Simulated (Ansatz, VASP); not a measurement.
## ZnSe: VASP beside Ansatz

```
Zn Se
1.0
     0.00000    2.88938    2.88938
     2.88938    0.00000    2.88938
     2.88938    2.88938    0.00000
Zn Se
1 1
Direct
  0.00000 0.00000 0.00000
  0.75000 0.75000 0.75000
```

Change from the starting cell: volume scaled by 1.06, crystal datasets.

Alike in both runs: task electric field gradients; functional PBE; k mesh 8 × 8 × 8; occupations fermi-dirac, width 0.03 eV; no spin polarisation.

```csv
,VASP,Ansatz
version,VASP 6.6.1,Ansatz 0.2.0
potentials or method,"VASP PAW PBE potentials, release 64 (Zn, Se), cutoff 520 eV","all-electron PAW with datasets made for the crystal, scalar-relativistic"
```

|  | VASP | Ansatz | Ansatz less VASP |
| --- | --- | --- | --- |
| pressure (GPa) | -1.1 | -1.3 | -0.17 |

Ansatz ran all-electron here, and VASP with PAW potentials.
